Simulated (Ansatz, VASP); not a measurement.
# LaNb2O2 in VASP and in Ansatz

```
La Nb O
1.0
     3.80433    0.00000    0.00000
     0.00000    3.80433    0.00000
     0.00000    0.00000    5.46685
La Nb O
1 2 2
Direct
  0.00000 0.00000 0.00000
  0.00000 0.50000 0.50000
  0.50000 0.00000 0.50000
  0.50000 0.50000 0.27486
  0.50000 0.50000 0.72514
```

Change from the starting cell: species swapped into the CeMg2Si2 type (P4/mmm, No. 123).

Alike in both runs: functional PBE; k mesh 4 × 4 × 4; occupations gaussian, width 0.1 eV; no spin polarisation.

Ansatz relaxed the structure, and its values are those at the end. VASP's run is a single point on that final structure, the one shown.

```csv
,VASP,Ansatz
version,VASP 6.6.1,Ansatz 0.2.0
potentials or method,"VASP PAW PBE potentials, release 64 (La, Nb_sv, O), cutoff 520 eV","scalar-relativistic, plane waves, PAW"
valence electrons in the cell,49,49
```

```tsv
	VASP	Ansatz	Ansatz less VASP
gap on the k mesh at the Fermi level (eV)	none	none	-
pressure (GPa)	-0.1	0.1	+0.17
rms of the force components (eV/Å)	0.013	0.014	+0.0008
```

A gap of «none» marks a metal or a gap that the smearing closes. The functional is the same, so the differences come from potentials, cutoffs and numerics.

The k mesh is coarse, so the values compare programs but aren't converged. Neither program's run includes spin-orbit coupling.
